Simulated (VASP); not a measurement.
Write the native input for VASP 6.6.1 that does the following.

- Task: single point
- Functional: PBEsol
- Potentials or basis: VASP PAW PBE potentials, release 64 (Cu)
- Cutoff: 520 eV
- k mesh: 32 × 32 × 32
- Occupations: gaussian, width 0.15 eV
- Spin: no spin polarisation
- Dipole correction: no
- Further INCAR settings: ALGO = Fast; EDIFF = 1e-06; NBANDS = 12

The structure of Cu lies in POSCAR:

```
Cu
1.0
    0.0000000000      1.9355287890      1.5097124554
    1.9355287890      0.0000000000      1.5097124554
    1.9355287890      1.9355287890      0.0000000000
Cu
1
Direct
    0.0000000000      0.0000000000      0.0000000000
```

This cell differs from its parent crystal: ratio of the length along z to the lengths across it x 0.78, volume and fractional coordinates fixed.

One way to write it, as run:

INCAR

```
PREC = Accurate
ENCUT = 520
EDIFF = 1E-6
ISMEAR = 0
SIGMA = 0.15
LREAL = False
LASPH = True
NELM = 60
ALGO = Fast
ISIF = 2
LWAVE = False
LCHARG = False
GGA = PS
NBANDS = 12
```

KPOINTS

```
Automatic mesh
0
Gamma
  32 32 32
```

Potentials or basis: VASP PAW PBE potentials, release 64 (Cu).

The run is started by

```console
$ cat potpaw_PBE.64/Cu/POTCAR > POTCAR
$ mpirun -np 1 vasp_std > vasp.out
```

Results of the run:

The pressure is 1.6 GPa and the band gap on the k mesh is zero (an odd number of electrons rules out a gap without spin polarisation).

Caveat: the PAW data sets were made with another functional, which shifts forces and pressure a little.

Wall time 4.2 min on 1 thread of Intel(R) Xeon(R) Platinum 8488C (Sapphire Rapids) (shared host), peak memory 0.42 GiB.
